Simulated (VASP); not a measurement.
# MnIn (Fm-3m) in VASP: further runs, part 2 of 3

VASP 6.6.1. Earlier steps stand in the parts before.

## 3. Single point, PBE, collinear spin, ferromagnetic start

This run uses another cell than the first one, of 20.43 Å³/atom.

Contents of INCAR:

```
PREC = Accurate ; ENCUT = 520
EDIFF = 1E-7 ; ISMEAR = 0
SIGMA = 0.1 ; LREAL = F
LASPH = T ; NELM = 150
ALGO = Fast ; ISIF = 2
LWAVE = F ; LCHARG = T
ISPIN = 2 ; MAGMOM = 4 0
LORBIT = 11 ; LMAXMIX = 4
GGA = PE ; LELF = T
LVHAR = T ; NBANDS = 24
```

Contents of KPOINTS:

```
regular mesh
0
Gamma
  6 6 6
```

Contents of POSCAR:

```
MnIn
1.0
    0.0000000000      2.7339435827      2.7339435827
    2.7339435827      0.0000000000      2.7339435827
    2.7339435827      2.7339435827      0.0000000000
Mn In
1 1
Direct
    0.0000000000      0.0000000000      0.0000000000
    0.5000000000      0.5000000000      0.5000000000
```

Potentials or basis: VASP PAW PBE potentials, release 64 (Mn_pv, In_d).

Run with:

```sh
$ cat potpaw_PBE.64/Mn_pv/POTCAR potpaw_PBE.64/In_d/POTCAR > POTCAR
$ mpirun -np 1 vasp_std > vasp.out
```

OUTCAR:

```text
PREC = Accurate
   ENCUT = 520
   EDIFF = 1E-7
   ISMEAR = 0
   LREAL = F
   LASPH = T
   NELM = 150
   ISIF = 2
   ISPIN = 2
   LORBIT = 11
   GGA = PE

 ion  position               nearest neighbor table
   1  0.000  0.000  0.000-   2 2.73   2 2.73   2 2.73   2 2.73   2 2.73   2 2.73
   2  0.500  0.500  0.500-   1 2.73   1 2.73   1 2.73   1 2.73   1 2.73   1 2.73

  LATTYP: Found a face centered cubic cell.
 ALAT       =     5.4678871654

  Lattice vectors:

 A1 = (   0.0000000000,   2.7339435827,   2.7339435827)
 A2 = (   2.7339435827,   0.0000000000,   2.7339435827)
 A3 = (   2.7339435827,   2.7339435827,   0.0000000000)

Analysis of symmetry for initial positions (statically):
=====================================================================
 Subroutine PRICEL returns:
 Original cell was already a primitive cell.

 Routine SETGRP: Setting up the symmetry group for a
 face centered cubic supercell.

 Subroutine GETGRP returns: Found 48 space group operations
 (whereof 48 operations were pure point group operations)
 out of a pool of 48 trial point group operations.

The static configuration has the point symmetry O_h .

Analysis of symmetry for dynamics (positions and initial velocities):
=====================================================================
 Subroutine PRICEL returns:
 Original cell was already a primitive cell.

 Routine SETGRP: Setting up the symmetry group for a
 face centered cubic supercell.

 Subroutine GETGRP returns: Found 48 space group operations
 (whereof 48 operations were pure point group operations)
 out of a pool of 48 trial point group operations.

The dynamic configuration has the point symmetry O_h .

Analysis of structural, dynamic, and magnetic symmetry:
=====================================================================
 Subroutine PRICEL returns:
 Original cell was already a primitive cell.

 Routine SETGRP: Setting up the symmetry group for a
 face centered cubic supercell.

 Subroutine GETGRP returns: Found 48 space group operations
 (whereof 48 operations were pure point group operations)
 out of a pool of 48 trial point group operations.

The overall configuration has the point symmetry O_h .

 Subroutine INISYM returns: Found 48 space group operations
 (whereof 48 operations are pure point group operations),
 and found     1 'primitive' translations

----------------------------------------------------------------------------------------

                                     Primitive cell

  volume of cell :      40.8694

  direct lattice vectors                    reciprocal lattice vectors
     0.000000000  2.733943583  2.733943583    -0.182885998  0.182885998  0.182885998
     2.733943583  0.000000000  2.733943583     0.182885998 -0.182885998  0.182885998
     2.733943583  2.733943583  0.000000000     0.182885998  0.182885998 -0.182885998

  length of vectors
     3.866380093  3.866380093  3.866380093     0.316767840  0.316767840  0.316767840

  position of ions in fractional coordinates (direct lattice)
     0.000000000  0.000000000  0.000000000
     0.500000000  0.500000000  0.500000000

  ion indices of the primitive-cell ions
[... 57 lines left out ...]
   PREC   = accura    normal or accurate (medium, high low for compatibility)
   ISTART =      0    job   : 0-new  1-cont  2-samecut
   ICHARG =      2    charge: 1-file 2-atom 10-const
   ISPIN  =      2    spin polarized calculation?
   LNONCOLLINEAR =      F non collinear calculations
   LSORBIT =      F    spin-orbit coupling
   LASPH  =      T    aspherical Exc in radial PAW
   ENCUT  =  520.0 eV  38.22 Ry    6.18 a.u.   7.19  7.19  7.19*2*pi/ulx,y,z
   NELM   =    150;   NELMIN=  2; NELMDL= -5     # of ELM steps
   EDIFF  = 0.1E-06   stopping-criterion for ELM
   LREAL  =      F    real-space projection
   EDIFFG = 0.1E-05   stopping-criterion for IOM
   NSW    =      0    number of steps for IOM
   IBRION =     -1    ionic relax: 0-MD 1-quasi-New 2-CG
   NFREE  =      0    steps in history (QN), initial steepest desc. (CG)
   ISIF   =      2    stress and relaxation
   ISYM   =      2    0-nonsym 1-usesym 2-fastsym
   POTIM  = 0.5000    time-step for ionic-motion
   TEBEG  =    0.0;   TEEND  =   0.0 temperature during run
   PSTRESS=    0.0 pullay stress
   NELECT =      26.0000    total number of electrons
   NUPDOWN=      -1.0000    fix difference up-down
   EMIN   =  10.00;   EMAX   =-10.00  energy-range for DOS
   EFERMI =   0.00;   METHOD = LEGACY
   ISMEAR =     0;   SIGMA  =   0.10  broadening in eV -4-tet -1-fermi 0-gaus
   EFERMI_NEDOS =   21; number of points for ismear=-14 and -15
   IALGO  =     68    algorithm
   IMIX   =      4    mixing-type and parameters
     AMIX     =   0.40;   BMIX     =  1.00
     AMIX_MAG =   1.60;   BMIX_MAG =  1.00
  volume/ion in A,a.u.               =      20.43       137.90
  Fermi-wavevector in a.u.,A,eV,Ry     =   1.407991  2.660716 26.972697  1.982437
  Thomas-Fermi vector in A             =   2.530194
   LORBIT       =     11    0 simple, 1 ext, 2 COOP (PROOUT), +10 PAW based schemes
   GGA     = PE    functional components
   LHFCALC =     F    Hartree Fock is set to
   AEXX    =    0.0000 exact exchange contribution
   IVDW    =     0    specifies the selected vdW correction
   LEPSILON=     F    determine dielectric tensor
   LRPA    =     F    only Hartree local field effects (RPA)
 spin polarized calculation
 RMM-DIIS sequential band-by-band and
 Gauss-broadening in eV      SIGMA  =   0.10
  energy-cutoff  :      520.00
  volume of cell :       40.87
 maximum number of plane-waves:      1113
 NGX is ok and might be reduce to    30
   NGX = 15   NGY = 15   NGZ = 15

 number of electron      26.0000009 magnetization       3.1697277

 Free energy of the ion-electron system (eV)
  ---------------------------------------------------
  ext. energy  EPLUGINS =         0.00000000
  ---------------------------------------------------
  free energy    TOTEN  =       -10.42090324 eV

  energy without entropy =      -10.41226439  energy(sigma->0) =      -10.41658381

 E-fermi :   7.1108     XC(G=0): -10.8943

 val. band max:        7.1059993372   @ k =   0.5000   0.5000   0.0000
 cond. band min:       7.1114127326   @ k =   0.1667   0.1667   0.0000
 fundamental gap:      0.0054133954
 Fermi energy:         7.1108498988

 spin component 1

 k-point     1 :       0.0000    0.0000    0.0000
  band No.  band energies     occupation
      1     -42.2027      1.00000
      2     -42.2027      1.00000
      3     -42.2027      1.00000
      4      -7.0442      1.00000
      5      -7.0442      1.00000
      6      -6.9589      1.00000
[... 421 lines left out ...]
     23      24.2929      0.00000
     24      25.8351      0.00000
 Fermi energy:         7.1108498988

 spin component 2

 k-point     1 :       0.0000    0.0000    0.0000
  band No.  band energies     occupation
      1     -38.7765      1.00000
      2     -38.7765      1.00000
      3     -38.7765      1.00000
      4      -7.0688      1.00000
      5      -7.0688      1.00000
      6      -7.0004      1.00000
[... 421 lines left out ...]
     23      24.6785      0.00000
     24      26.0135      0.00000

------------------------ aborting loop because EDIFF is reached ----------------------------------------

  FORCE on cell =-STRESS in cart. coord.  units (eV):
  Direction    XX          YY          ZZ          XY          YZ          ZX
  --------------------------------------------------------------------------------------
  -------------------------------------------------------------------------------------
  Total        0.0708417      0.0708417      0.0708417     -0.0000000     -0.0000000      0.0000000
  in kB        2.7771605      2.7771605      2.7771605     -0.0000000     -0.0000000      0.0000000
  external PRESSURE =       2.7771605 kB  Pullay stress =       0.0000000 kB

 VOLUME and BASIS-vectors are now :
 -----------------------------------------------------------------------------
  energy-cutoff  :      520.00
  volume of cell :       40.87
      direct lattice vectors                 reciprocal lattice vectors
     0.000000000  2.733943583  2.733943583    -0.182885998  0.182885998  0.182885998
     2.733943583  0.000000000  2.733943583     0.182885998 -0.182885998  0.182885998
     2.733943583  2.733943583  0.000000000     0.182885998  0.182885998 -0.182885998

 POSITION                                       TOTAL-FORCE (eV/Angst)
 -----------------------------------------------------------------------------------
      0.00000      0.00000      0.00000         0.000000      0.000000      0.000000
      2.73394      2.73394      2.73394        -0.000000     -0.000000     -0.000000
 -----------------------------------------------------------------------------------
    total drift:                                0.000000      0.000000      0.000000

  FREE ENERGIE OF THE ION-ELECTRON SYSTEM (eV)
  ---------------------------------------------------
  free  energy   TOTEN  =       -10.4209032388 eV

  energy  without entropy=      -10.4122643889  energy(sigma->0) =      -10.41658381

 total charge

# of ion       s       p       d       tot
------------------------------------------
    1        0.285   6.155   5.091  11.530
    2        0.931   0.768   9.840  11.540
--------------------------------------------------
tot          1.217   6.923  14.931  23.070

 magnetization (x)

# of ion       s       p       d       tot
------------------------------------------
    1        0.044   0.002   3.222   3.268
    2       -0.047  -0.118   0.014  -0.151
--------------------------------------------------
tot         -0.003  -0.116   3.236   3.117
```

stdout:

```text
POSCAR found type information on POSCAR MnIn
 POSCAR found :  2 types and       2 ions
 scaLAPACK will be used
 LDA part: xc-table for (Slater+PW92), standard interpolation
 POSCAR, INCAR and KPOINTS ok, starting setup
 FFT: planning ... GRIDC
 FFT: planning ... GRID_SOFT
 FFT: planning ... GRID
 WAVECAR not read
 entering main loop
WARNING in EDDRMM: call to ZHEGV failed, returncode =   8  4     23
 num prob  num prob  num prob  num prob RMM:  19    -0.104209032388E+02   -0.20995E-07   -0.52862E-08   994   0.179E-03
```

It took 31 s on 1 thread of Intel Xeon 6975P-C (Granite Rapids), shared host; peak memory 0.19 GiB.

Results:

```yaml
Free_energy: -10.4209 eV
Pressure: 0.3 GPa
Net_moment: 3.17 μB per cell
Site_moments: Mn +3.27; In -0.15 μB
Valence_electrons_inside_the_program's_atomic_spheres: Mn 11.53; In 11.54
```

Caveat: spin-orbit coupling is left out, which moves the levels of the heavy elements.

[end of part 2 of 3]
